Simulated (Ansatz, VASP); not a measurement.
One calculation of TaN, two programs

```
Ta N
1.0
     5.18500    0.07777    0.07777
    -2.52514    4.45145    0.02847
     0.04362    0.04362    2.90800
Ta N
3 3
Cartesian
  0.0000 0.0000 0.0000
  0.0667 3.0154 1.4989
  2.6368 1.5575 1.5153
  2.5925 0.0389 0.0389
  1.3299 2.2646 0.0531
  -1.2626 2.2257 0.0142
```

Change from the starting cell: equal xy, yz and zx shear strains of +3 %.

Alike in both runs: task single point; functional PBE; k mesh 5 × 5 × 8; occupations fermi-dirac, width 0.03 eV; no spin polarisation.

|  | VASP | Ansatz |
| --- | --- | --- |
| version | VASP 6.6.1 | Ansatz 0.2.0 |
| potentials or method | VASP PAW PBE potentials, release 64 (Ta_pv, N), cutoff 520 eV | all-electron LAPW, scalar-relativistic |

Ansatz gave:

| Quantity | Value |
| --- | --- |
| pressure (GPa) | 11.3 |
| traceless stress, the component that is largest in VASP (GPa) | -6.07 |
| rms of the force components (eV/Å) | 0.116 |

**Question.** Estimate VASP's values.

**Answer.** Pressure (GPa): 12.1; traceless stress, the component that is largest in VASP (GPa): -6.17; rms of the force components (eV/Å): 0.119.

Atom by atom the forces differ by 0.003 eV/Å (rms over components). Ansatz ran all-electron here, and VASP with PAW potentials.

Neither program's run includes spin-orbit coupling.
